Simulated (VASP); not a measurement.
Write the native input for VASP 6.6.1 that does the following.

| Item | Value |
| --- | --- |
| Task | single point |
| Functional | RPBE |
| Potentials or basis | VASP PAW PBE potentials, release 64 (Cr_pv) |
| Cutoff | 520 eV |
| k mesh | 16 × 16 × 8 |
| Occupations | fermi-dirac, width 0.1 eV |
| Spin | no spin polarisation |
| Dipole correction | no |
| Further INCAR settings | ALGO = Normal; EDIFF = 1e-06; NBANDS = 19 |

The structure of Cr lies in POSCAR:

```
Cr
1.0
    2.5069034938      0.0000000000      0.0000000000
   -1.2534517469      2.1710421105      0.0000000000
    0.0000000000      0.0000000000      4.4782219299
Cr
2
Direct
    0.3333333333      0.6666666667      0.2500000000
    0.6666666667      0.3333333333      0.7500000000
```

One way to write it, as run:

INCAR

```
SYSTEM = Cr
PREC = Accurate
ENCUT = 520
EDIFF = 1E-6
ISMEAR = -1
SIGMA = 0.1
LREAL = .FALSE.
LASPH = .TRUE.
NELM = 60
ALGO = Normal
ISIF = 2
LWAVE = .FALSE.
LCHARG = .TRUE.
GGA = RP
LELF = .TRUE.
LVHAR = .TRUE.
NBANDS = 19
```

KPOINTS

```
Automatic mesh
0
G
  16 16 8
  0 0 0
```

Potentials or basis: VASP PAW PBE potentials, release 64 (Cr_pv).

Run with:

```console
$ cat potpaw_PBE.64/Cr_pv/POTCAR > POTCAR
$ mpirun -np 1 vasp_std > vasp.out
```

It gave:

```
Pressure               : -0.3 GPa
Band gap on the k mesh : zero (band 12 reaches 11.12 eV, above the bottom of band 13 at 9.88 eV)
```

Caveat: the PAW data sets were made with another functional, which shifts forces and pressure a little; the run has no spin polarisation, though such a crystal can be magnetic.

It took 57 s on 1 thread of Intel(R) Xeon(R) Platinum 8375C CPU @ 2.90GHz (Ice Lake) (shared host), peak memory 0.17 GiB.
